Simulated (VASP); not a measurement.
# PmS (F-43m) in VASP: further runs

Runs on PmS. Level: PBE+U. Tasks: single point.

All numbers are computed with VASP 6.6.1; they aren't measurements. Logs are shortened: lines on timing, memory, paths and dates and some standing lists are left out, and cuts for length are marked.

## Step 1: The cell of the first run

It takes space group F-43m (No. 216, cubic). The conventional cell has a = 6.162 Å, b = 6.162 Å, c = 6.162 Å, α = 90.00°, β = 90.00°, γ = 90.00°. Within 3.5 Å of Pm (site symmetry -43m) lie 4 S at 2.67 Å. Within 3.5 Å of S (site symmetry -43m) lie 4 Pm at 2.67 Å.

## Step 2: Single point, PBE+U, collinear spin, ferromagnetic start

Contents of INCAR:

```
PREC = Accurate ; ENCUT = 600
EDIFF = 1E-6 ; ISMEAR = 0
SIGMA = 0.05 ; LREAL = False
LASPH = True ; NELM = 200
ALGO = Normal ; ISIF = 2
LWAVE = False ; LCHARG = False
ISPIN = 2 ; MAGMOM = 4 0
LORBIT = 11 ; LMAXMIX = 6
LDAU = True ; LDAUTYPE = 2
LDAUL = 3 -1 ; LDAUU = 3 0
LDAUJ = 0 0 ; LDAUPRINT = 1
GGA = PE ; NBANDS = 22
GGA_COMPAT = False
```

Contents of KPOINTS:

```
regular mesh
0
Gamma
  5 5 5
```

Contents of POSCAR:

```
PmS
1.0
    0.0000000000      3.0811515100      3.0811515100
    3.0811515100      0.0000000000      3.0811515100
    3.0811515100      3.0811515100      0.0000000000
Pm S
1 1
Direct
    0.0000000000      0.0000000000      0.0000000000
    0.2500000000      0.2500000000      0.2500000000
```

Potentials or basis: VASP PAW PBE potentials, release 64 (Pm, S).

Started as:

```console
$ cat potpaw_PBE.64/Pm/POTCAR potpaw_PBE.64/S/POTCAR > POTCAR
$ mpirun -np 1 vasp_std > vasp.out
```

OUTCAR:

```text
PREC = Accurate
   ENCUT = 600
   EDIFF = 1E-6
   ISMEAR = 0
   LREAL = False
   LASPH = True
   NELM = 200
   ISIF = 2
   ISPIN = 2
   LORBIT = 11
   GGA = PE

 ion  position               nearest neighbor table
   1  0.000  0.000  0.000-   2 2.67   2 2.67   2 2.67   2 2.67
   2  0.250  0.250  0.250-   1 2.67   1 2.67   1 2.67   1 2.67

  LATTYP: Found a face centered cubic cell.
 ALAT       =     6.1623030200

  Lattice vectors:

 A1 = (   0.0000000000,   3.0811515100,   3.0811515100)
 A2 = (   3.0811515100,   0.0000000000,   3.0811515100)
 A3 = (   3.0811515100,   3.0811515100,   0.0000000000)

Analysis of symmetry for initial positions (statically):
=====================================================================
 Subroutine PRICEL returns:
 Original cell was already a primitive cell.

 Routine SETGRP: Setting up the symmetry group for a
 face centered cubic supercell.

 Subroutine GETGRP returns: Found 24 space group operations
 (whereof 24 operations were pure point group operations)
 out of a pool of 48 trial point group operations.

The static configuration has the point symmetry T_d .

Analysis of symmetry for dynamics (positions and initial velocities):
=====================================================================
 Subroutine PRICEL returns:
 Original cell was already a primitive cell.

 Routine SETGRP: Setting up the symmetry group for a
 face centered cubic supercell.

 Subroutine GETGRP returns: Found 24 space group operations
 (whereof 24 operations were pure point group operations)
 out of a pool of 48 trial point group operations.

The dynamic configuration has the point symmetry T_d .

Analysis of structural, dynamic, and magnetic symmetry:
=====================================================================
 Subroutine PRICEL returns:
 Original cell was already a primitive cell.

 Routine SETGRP: Setting up the symmetry group for a
 face centered cubic supercell.

 Subroutine GETGRP returns: Found 24 space group operations
 (whereof 24 operations were pure point group operations)
 out of a pool of 48 trial point group operations.

The overall configuration has the point symmetry T_d .

 Subroutine INISYM returns: Found 24 space group operations
 (whereof 24 operations are pure point group operations),
 and found     1 'primitive' translations

----------------------------------------------------------------------------------------

                                     Primitive cell

  volume of cell :      58.5018

  direct lattice vectors                    reciprocal lattice vectors
     0.000000000  3.081151510  3.081151510    -0.162276992  0.162276992  0.162276992
     3.081151510  0.000000000  3.081151510     0.162276992 -0.162276992  0.162276992
     3.081151510  3.081151510  0.000000000     0.162276992  0.162276992 -0.162276992

  length of vectors
     4.357406253  4.357406253  4.357406253     0.281071996  0.281071996  0.281071996
[... 107 lines left out ...]

atom =   1  type =  1  l = 3

 onsite density matrix

spin component  1

  0.4676 -0.0000 -0.3921  0.0000 -0.0000 -0.0000 -0.0000
 -0.0000  0.9403  0.0000  0.0000  0.0000  0.0000 -0.0000
 -0.3921  0.0000  0.6701  0.0000  0.0000  0.0000  0.0000
  0.0000  0.0000  0.0000  0.1640 -0.0000 -0.0000  0.0000
 -0.0000  0.0000  0.0000 -0.0000  0.6701 -0.0000  0.3921
 -0.0000  0.0000  0.0000 -0.0000 -0.0000  0.9738  0.0000
 -0.0000 -0.0000  0.0000  0.0000  0.3921  0.0000  0.4676

spin component  2

  0.0032  0.0000  0.0003 -0.0000  0.0000  0.0000  0.0000
  0.0000  0.0062 -0.0000  0.0000 -0.0000 -0.0000  0.0000
  0.0003 -0.0000  0.0030 -0.0000 -0.0000 -0.0000 -0.0000
 -0.0000  0.0000 -0.0000  0.0034  0.0000  0.0000 -0.0000
  0.0000 -0.0000 -0.0000  0.0000  0.0030 -0.0000 -0.0003
  0.0000 -0.0000 -0.0000  0.0000 -0.0000  0.0028  0.0000
  0.0000  0.0000 -0.0000 -0.0000 -0.0003  0.0000  0.0032

 occupancies and eigenvectors

  o =  0.0028  v =  0.0000  0.0000  0.0000  0.0000  0.0000  0.0000  0.0000  0.0009 -0.0000 -0.0012 -0.0000 -0.0040 -1.0000 -0.0031      0.0000  0.0000  0.0000  0.0000  0.0000  0.0000  0.0000  0.0000  0.0000  0.0000  0.0000  0.0000  0.0000  0.0000
  o =  0.0028  v =  0.0000  0.0000  0.0000  0.0000  0.0000  0.0000  0.0000 -0.0135  0.0000  0.0175  0.0000  0.7904 -0.0052  0.6122      0.0000  0.0000  0.0000  0.0000  0.0000  0.0000  0.0000  0.0000  0.0000  0.0000  0.0000  0.0000  0.0000  0.0000
  o =  0.0028  v =  0.0000  0.0000  0.0000  0.0000  0.0000  0.0000  0.0000  0.6122  0.0000 -0.7904  0.0000  0.0175  0.0014  0.0135      0.0000  0.0000  0.0000  0.0000  0.0000  0.0000  0.0000  0.0000  0.0000  0.0000  0.0000  0.0000  0.0000  0.0000
  o =  0.0034  v =  0.0000  0.0000  0.0000  0.0000  0.0000  0.0000  0.0000  0.0034  0.0000  0.0027  0.9997 -0.0139 -0.0000  0.0179      0.0000  0.0000  0.0000  0.0000  0.0000  0.0000  0.0000  0.0000  0.0000  0.0000  0.0000  0.0000  0.0000  0.0000
  o =  0.0034  v =  0.0000  0.0000  0.0000  0.0000  0.0000  0.0000  0.0000  0.0067  0.0000  0.0052 -0.0227 -0.6122  0.0000  0.7903      0.0000  0.0000  0.0000  0.0000  0.0000  0.0000  0.0000  0.0000  0.0000  0.0000  0.0000  0.0000  0.0000  0.0000
  o =  0.0034  v =  0.0000  0.0000  0.0000  0.0000  0.0000  0.0000  0.0000  0.7905  0.0000  0.6123 -0.0041  0.0053 -0.0000 -0.0068      0.0000  0.0000  0.0000  0.0000  0.0000  0.0000  0.0000  0.0000  0.0000  0.0000  0.0000  0.0000  0.0000  0.0000
  o =  0.0062  v =  0.0000  0.0000  0.0000  0.0000  0.0000  0.0000  0.0000 -0.0000  1.0000 -0.0000 -0.0000  0.0000 -0.0000 -0.0000      0.0000  0.0000  0.0000  0.0000  0.0000  0.0000  0.0000  0.0000  0.0000  0.0000  0.0000  0.0000  0.0000  0.0000
  o =  0.1640  v =  0.0000 -0.0000  0.0000  0.5891  0.4948  0.0000 -0.6388  0.0000  0.0000  0.0000  0.0000  0.0000  0.0000  0.0000      0.0000  0.0000  0.0000  0.0000  0.0000  0.0000  0.0000  0.0000  0.0000  0.0000  0.0000  0.0000  0.0000  0.0000
  o =  0.1640  v = -0.7906  0.0000 -0.6124  0.0000 -0.0000 -0.0000 -0.0000  0.0000  0.0000  0.0000  0.0000  0.0000  0.0000  0.0000      0.0000  0.0000  0.0000  0.0000  0.0000  0.0000  0.0000  0.0000  0.0000  0.0000  0.0000  0.0000  0.0000  0.0000
  o =  0.1640  v =  0.0000 -0.0000 -0.0000 -0.8080  0.3608  0.0000 -0.4658  0.0000  0.0000  0.0000  0.0000  0.0000  0.0000  0.0000      0.0000  0.0000  0.0000  0.0000  0.0000  0.0000  0.0000  0.0000  0.0000  0.0000  0.0000  0.0000  0.0000  0.0000
  o =  0.9403  v =  0.0000 -1.0000  0.0000  0.0000 -0.0000  0.0000 -0.0000  0.0000  0.0000  0.0000  0.0000  0.0000  0.0000  0.0000      0.0000  0.0000  0.0000  0.0000  0.0000  0.0000  0.0000  0.0000  0.0000  0.0000  0.0000  0.0000  0.0000  0.0000
  o =  0.9738  v =  0.0000  0.0000 -0.0000 -0.0000  0.0594  0.9972  0.0460  0.0000  0.0000  0.0000  0.0000  0.0000  0.0000  0.0000      0.0000  0.0000  0.0000  0.0000  0.0000  0.0000  0.0000  0.0000  0.0000  0.0000  0.0000  0.0000  0.0000  0.0000
  o =  0.9738  v =  0.0000 -0.0000 -0.0000 -0.0000  0.7883 -0.0751  0.6106  0.0000  0.0000  0.0000  0.0000  0.0000  0.0000  0.0000      0.0000  0.0000  0.0000  0.0000  0.0000  0.0000  0.0000  0.0000  0.0000  0.0000  0.0000  0.0000  0.0000  0.0000
  o =  0.9738  v =  0.6124  0.0000 -0.7906  0.0000 -0.0000 -0.0000 -0.0000  0.0000  0.0000  0.0000  0.0000  0.0000  0.0000  0.0000      0.0000  0.0000  0.0000  0.0000  0.0000  0.0000  0.0000  0.0000  0.0000  0.0000  0.0000  0.0000  0.0000  0.0000

 number of electron      21.0000000 magnetization       5.0002716

 Free energy of the ion-electron system (eV)
  ---------------------------------------------------
  ext. energy  EPLUGINS =         0.00000000
  ---------------------------------------------------
  free energy    TOTEN  =       -13.99057637 eV

  energy without entropy =      -13.98361177  energy(sigma->0) =      -13.98709407

 E-fermi :   5.8080     XC(G=0):  -9.0599

 val. band max:        5.8040944891   @ k =  -0.2000   0.2000   0.0000
 cond. band min:       5.8398025748   @ k =   0.2000   0.0000   0.0000
 fundamental gap:      0.0357080856
 Fermi energy:         5.8080109975

 spin component 1

 k-point     1 :       0.0000    0.0000    0.0000
  band No.  band energies     occupation
      1     -33.6058      1.00000
      2     -14.0104      1.00000
      3     -14.0104      1.00000
      4     -14.0104      1.00000
      5      -8.1764      1.00000
      6       1.0558      1.00000
[... 239 lines left out ...]
     21      11.4932      0.00000
     22      12.7948      0.00000
 Fermi energy:         5.8080109975

 spin component 2

 k-point     1 :       0.0000    0.0000    0.0000
  band No.  band energies     occupation
      1     -31.4985      1.00000
      2     -12.4654      1.00000
      3     -12.4654      1.00000
      4     -12.4654      1.00000
      5      -8.1269      1.00000
      6       1.2768      1.00000
[... 239 lines left out ...]
     21      12.3524      0.00000
     22      13.5465      0.00000

------------------------ aborting loop because EDIFF is reached ----------------------------------------

  FORCE on cell =-STRESS in cart. coord.  units (eV):
  Direction    XX          YY          ZZ          XY          YZ          ZX
  --------------------------------------------------------------------------------------
  -------------------------------------------------------------------------------------
  Total        2.7150128      2.7150128      2.7150128      0.0000000      0.0000000      0.0000000
  in kB       74.3555355     74.3555355     74.3555355      0.0000000      0.0000000      0.0000000
  external PRESSURE =      74.3555355 kB  Pullay stress =       0.0000000 kB

 VOLUME and BASIS-vectors are now :
 -----------------------------------------------------------------------------
  energy-cutoff  :      600.00
  volume of cell :       58.50
      direct lattice vectors                 reciprocal lattice vectors
     0.000000000  3.081151510  3.081151510    -0.162276992  0.162276992  0.162276992
     3.081151510  0.000000000  3.081151510     0.162276992 -0.162276992  0.162276992
     3.081151510  3.081151510  0.000000000     0.162276992  0.162276992 -0.162276992

 POSITION                                       TOTAL-FORCE (eV/Angst)
 -----------------------------------------------------------------------------------
      0.00000      0.00000      0.00000         0.000000     -0.000000      0.000000
      1.54058      1.54058      1.54058        -0.000000      0.000000     -0.000000
 -----------------------------------------------------------------------------------
    total drift:                                0.000000      0.000000     -0.000000

  FREE ENERGIE OF THE ION-ELECTRON SYSTEM (eV)
  ---------------------------------------------------
  free  energy   TOTEN  =       -13.9905763662 eV

  energy  without entropy=      -13.9836117734  energy(sigma->0) =      -13.98709407

 total charge

# of ion       s       p       d       f       tot
--------------------------------------------------
    1        2.012   5.566   0.496   4.372  12.445
    2        1.329   2.499   0.000   0.000   3.828
--------------------------------------------------
tot          3.341   8.065   0.496   4.372  16.274

 magnetization (x)

# of ion       s       p       d       f       tot
--------------------------------------------------
    1       -0.012   0.018   0.150   4.323   4.479
    2       -0.006  -0.057   0.000   0.000  -0.063
--------------------------------------------------
tot         -0.018  -0.039   0.150   4.323   4.416
```

Wall time 51 s (1 thread of AMD EPYC 7R13 (Zen 3), shared host); peak memory 0.22 GiB.

Results:

```yaml
Free_energy: -13.9906 eV
Pressure: 7.4 GPa
Band_gap_on_the_k_mesh: zero (filled and empty bands overlap)
Net_moment: 5.00 μB per cell
Site_moments: Pm +4.48; S -0.06 μB
Valence_electrons_inside_the_program's_atomic_spheres: Pm 12.45; S 3.83
```

Eigenvalues of the final occupation matrices:
| site | spin | trace | eigenvalues |
| --- | --- | --- | --- |
| site 1 f | 1 | 4.35 | 0.16 0.16 0.16 0.94 0.97 0.97 0.97 |
| site 1 f | 2 | 0.02 | 0.00 0.00 0.00 0.00 0.00 0.00 0.01 |

Caveat: the magnetic or orbital state may not be the lowest; the cell stands under pressure; spin-orbit coupling is left out, which moves the levels of the heavy elements. The state reached can hang on the start; a lower one may exist.

## Step 3: Single point, PBE+U, collinear spin

Contents of INCAR:

```
ALGO = Normal
EDIFF = 1E-6
ENCUT = 600
GGA = PE
GGA_COMPAT = F
ISIF = 2
ISMEAR = 0
ISPIN = 2
LASPH = T
LCHARG = F
LDAU = T
LDAUJ = 0 0
LDAUL = 3 -1
LDAUPRINT = 1
LDAUTYPE = 2
LDAUU = 3 0
LMAXMIX = 6
LORBIT = 11
LREAL = F
LWAVE = F
MAGMOM = 4.88 -0.04
NBANDS = 22
NELM = 200
PREC = Accurate
SIGMA = 0.05
```

Contents of KPOINTS:

```
k-points
0
Gamma
  5 5 5
```

POSCAR is that of step 2.

Potentials or basis: VASP PAW PBE potentials, release 64 (Pm, S).

Started as:

```console
$ cat potpaw_PBE.64/Pm/POTCAR potpaw_PBE.64/S/POTCAR > POTCAR
$ mpirun -np 1 vasp_std > vasp.out
```

It took 44 s on 1 thread of AMD EPYC 7R13 (Zen 3), shared host; peak memory 0.22 GiB.

The run converged. Its results:

* Free energy: -13.9906 eV
* Pressure: 7.2 GPa
* Band gap on the k mesh: zero (filled and empty bands overlap)
* Net moment: 5.00 μB per cell
* Site moments: Pm +4.48; S -0.06 μB
* Valence electrons inside the program's atomic spheres: Pm 12.45; S 3.83

Levels at points of the mesh, in eV from the Fermi level:
Spin up:
| k point | band 11 | band 12 | band 13 | band 14 | band 15 | band 16 |
| --- | --- | --- | --- | --- | --- | --- |
| (0.00, 0.00, 0.00) | -2.63 | -2.30 | -0.10 | 0.09 | 0.09 | 0.09 |
Spin down:
| k point | band 6 | band 7 | band 8 | band 9 | band 10 | band 11 |
| --- | --- | --- | --- | --- | --- | --- |
| (0.00, 0.00, 0.00) | -4.53 | -4.53 | -4.53 | 0.21 | 2.09 | 2.09 |

Eigenvalues of the final occupation matrices:
```
    site  spin  trace                         eigenvalues
site 1 f     1   4.35  0.16 0.16 0.16 0.94 0.97 0.97 0.97
site 1 f     2   0.02  0.00 0.00 0.00 0.00 0.00 0.00 0.01
```

Caveat: the magnetic or orbital state may not be the lowest; the cell stands under pressure; spin-orbit coupling is left out, which moves the levels of the heavy elements.

## Step 4: Single point, PBE+U, collinear spin

Contents of INCAR:

```
ALGO     = Normal         # electronic algorithm
EDIFF    = 1E-6           # SCF threshold, eV
ENCUT    = 600            # plane-wave cutoff, eV
GGA      = PE             # functional
GGA_COMPAT= F            
ISIF     = 2              # what is computed and relaxed
ISMEAR   = 0              # smearing method
ISPIN    = 2              # spin polarisation
LASPH    = T              # aspherical terms in the spheres
LCHARG   = F              # write CHGCAR
LDAU     = T              # DFT+U
LDAUJ    = 0 0          
LDAUL    = 3 -1           # shell
LDAUPRINT= 1            
LDAUTYPE = 2            
LDAUU    = 3 0            # U, eV
LMAXMIX  = 6              # l up to which the mixer works
LORBIT   = 11             # projections on sites
LREAL    = F              # projectors in reciprocal space
LWAVE    = F              # write WAVECAR
MAGMOM   = 5.06 -0.06     # initial moments
NBANDS   = 22             # bands
NELM     = 200            # most SCF steps
PREC     = Accurate       # precision mode
SIGMA    = 0.05           # smearing width, eV
```

KPOINTS is that of step 3.

POSCAR is that of step 3.

Potentials or basis: VASP PAW PBE potentials, release 64 (Pm, S).

Started as:

```console
$ cat potpaw_PBE.64/Pm/POTCAR potpaw_PBE.64/S/POTCAR > POTCAR
$ mpirun -np 1 vasp_std > vasp.out
```

OUTCAR:

```text
EDIFF = 1E-6
   ENCUT = 600
   GGA = PE
   ISIF = 2
   ISMEAR = 0
   ISPIN = 2
   LASPH = T
   LORBIT = 11
   LREAL = F
   NELM = 200
   PREC = Accurate

 ion  position               nearest neighbor table
   1  0.000  0.000  0.000-   2 2.67   2 2.67   2 2.67   2 2.67
   2  0.250  0.250  0.250-   1 2.67   1 2.67   1 2.67   1 2.67

  LATTYP: Found a face centered cubic cell.
 ALAT       =     6.1623030200

  Lattice vectors:

 A1 = (   0.0000000000,   3.0811515100,   3.0811515100)
 A2 = (   3.0811515100,   0.0000000000,   3.0811515100)
 A3 = (   3.0811515100,   3.0811515100,   0.0000000000)

Analysis of symmetry for initial positions (statically):
=====================================================================
 Subroutine PRICEL returns:
 Original cell was already a primitive cell.

[... 478 lines left out ...]
      2     -12.4657      1.00000
      3     -12.4657      1.00000
      4     -12.4657      1.00000
      5      -8.1268      1.00000
      6       1.2769      1.00000
[... 239 lines left out ...]
     21      12.3525      0.00000
     22      13.5465      0.00000

------------------------ aborting loop because EDIFF is reached ----------------------------------------

  FORCE on cell =-STRESS in cart. coord.  units (eV):
  Direction    XX          YY          ZZ          XY          YZ          ZX
  --------------------------------------------------------------------------------------
  -------------------------------------------------------------------------------------
  Total        2.7040399      2.7040399      2.7040399      0.0000000     -0.0000000     -0.0000000
  in kB       74.0550222     74.0550222     74.0550222      0.0000000     -0.0000000     -0.0000000
  external PRESSURE =      74.0550222 kB  Pullay stress =       0.0000000 kB

 VOLUME and BASIS-vectors are now :
 -----------------------------------------------------------------------------
  energy-cutoff  :      600.00
  volume of cell :       58.50
      direct lattice vectors                 reciprocal lattice vectors
     0.000000000  3.081151510  3.081151510    -0.162276992  0.162276992  0.162276992
     3.081151510  0.000000000  3.081151510     0.162276992 -0.162276992  0.162276992
     3.081151510  3.081151510  0.000000000     0.162276992  0.162276992 -0.162276992

 POSITION                                       TOTAL-FORCE (eV/Angst)
 -----------------------------------------------------------------------------------
      0.00000      0.00000      0.00000         0.000000      0.000000      0.000000
      1.54058      1.54058      1.54058        -0.000000     -0.000000     -0.000000
 -----------------------------------------------------------------------------------
    total drift:                                0.000000      0.000000     -0.000000

  FREE ENERGIE OF THE ION-ELECTRON SYSTEM (eV)
  ---------------------------------------------------
  free  energy   TOTEN  =       -13.9905766957 eV

  energy  without entropy=      -13.9836131234  energy(sigma->0) =      -13.98709491

 total charge

# of ion       s       p       d       f       tot
--------------------------------------------------
    1        2.012   5.566   0.496   4.372  12.445
    2        1.329   2.499   0.000   0.000   3.828
--------------------------------------------------
tot          3.341   8.065   0.496   4.372  16.274

 magnetization (x)

# of ion       s       p       d       f       tot
--------------------------------------------------
    1       -0.012   0.018   0.150   4.323   4.479
    2       -0.006  -0.057   0.000   0.000  -0.063
--------------------------------------------------
tot         -0.018  -0.039   0.150   4.323   4.416
```

stdout:

```text
POSCAR found type information on POSCAR PmS
 POSCAR found :  2 types and       2 ions
 scaLAPACK will be used
 LDA part: xc-table for (Slater+PW92), standard interpolation
 POSCAR, INCAR and KPOINTS ok, starting setup
 FFT: planning ... GRIDC
 FFT: planning ... GRID_SOFT
 FFT: planning ... GRID
 WAVECAR not read
 entering main loop
```

It took 55 s on 1 thread of AMD EPYC 7R13 (Zen 3), shared host; peak memory 0.22 GiB.

What came out:

| Property | Result |
| --- | --- |
| Free energy | -13.9906 eV |
| Pressure | 7.4 GPa |
| Band gap on the k mesh | zero (filled and empty bands overlap) |
| Net moment | 5.00 μB per cell |
| Site moments | Pm +4.48; S -0.06 μB |
| Valence electrons inside the program's atomic spheres | Pm 12.45; S 3.83 |

Levels at points of the mesh, in eV from the Fermi level:
Spin up:
```tsv
k point	band 9	band 10	band 11	band 12	band 13	band 14	band 15	band 16	band 17	band 18
(0.00, 0.00, 0.00)	-2.63	-2.63	-2.63	-2.29	-0.10	0.09	0.09	0.09	1.52	1.52
```
Spin down:
```tsv
k point	band 6	band 7	band 8	band 9	band 10	band 11
(0.00, 0.00, 0.00)	-4.53	-4.53	-4.53	0.21	2.09	2.09
```

Eigenvalues of the final occupation matrices:
```tsv
site	spin	trace	eigenvalues
site 1 f	1	4.35	0.16 0.16 0.16 0.94 0.97 0.97 0.97
site 1 f	2	0.03	0.00 0.00 0.00 0.00 0.00 0.00 0.01
```

Caveat: the magnetic or orbital state may not be the lowest; the cell stands under pressure; spin-orbit coupling is left out, which moves the levels of the heavy elements.

(Part 1 of 2 ends here.)

The gap in the log of VASP goes by the Fermi energy; the results here count the filled bands.